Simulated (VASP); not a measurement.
Write the native input for VASP 6.6.1 that does the following.

```yaml
Task: single point
Functional: PBE
Potentials_or_basis: VASP PAW PBE potentials, release 64 (Tl_d, Ag, S)
Cutoff: 520 eV
k_mesh: 4 × 4 × 4
Occupations: gaussian, width 0.1 eV
Spin: no spin polarisation
Dipole_correction: no
Further_INCAR_settings: ALGO = Normal; EDIFF = 1e-07; NBANDS = 26
```

The structure of TlAgS2 lies in POSCAR:

```
TlAgS2
1.0
    4.4352094300      0.0000000000      0.0000000000
    0.0000000000      4.4352094300      0.0000000000
    0.0000000000      0.0000000000      6.2723333200
Tl Ag S
1 1 2
Direct
    0.5000000000      0.5000000000      0.5000000000
    0.0000000000      0.0000000000      0.0000000000
    0.5000000000      0.0000000000      0.2500000000
    0.0000000000      0.5000000000      0.7500000000
```

The input as run:

INCAR

```
SYSTEM = TlAgS2
ALGO = Normal
EDIFF = 1E-7
ENCUT = 520
GGA = PE
ISIF = 2
ISMEAR = 0
LASPH = .True.
LCHARG = .False.
LREAL = .False.
LWAVE = .False.
NBANDS = 26
NELM = 100
PREC = Accurate
SIGMA = 0.1
```

KPOINTS

```
k-points
0
Gamma
  4 4 4
  0 0 0
```

Potentials or basis: VASP PAW PBE potentials, release 64 (Tl_d, Ag, S).

Command:

```sh
$ cat potpaw_PBE.64/Tl_d/POTCAR potpaw_PBE.64/Ag/POTCAR potpaw_PBE.64/S/POTCAR > POTCAR
$ mpirun -np 1 vasp_std > vasp.out
```

It gave:

* Pressure: -4.8 GPa
* Largest force: 0.097 eV/Å
* Band gap on the k mesh: zero (filled and empty bands touch)

Caveat: the cell stands under tension; spin-orbit coupling is left out, which moves the levels of the heavy elements.

Wall time 26 s on 1 thread of AMD EPYC 9R45 96-Core Processor (Zen 5), with other jobs on the host, peak memory 0.23 GiB.
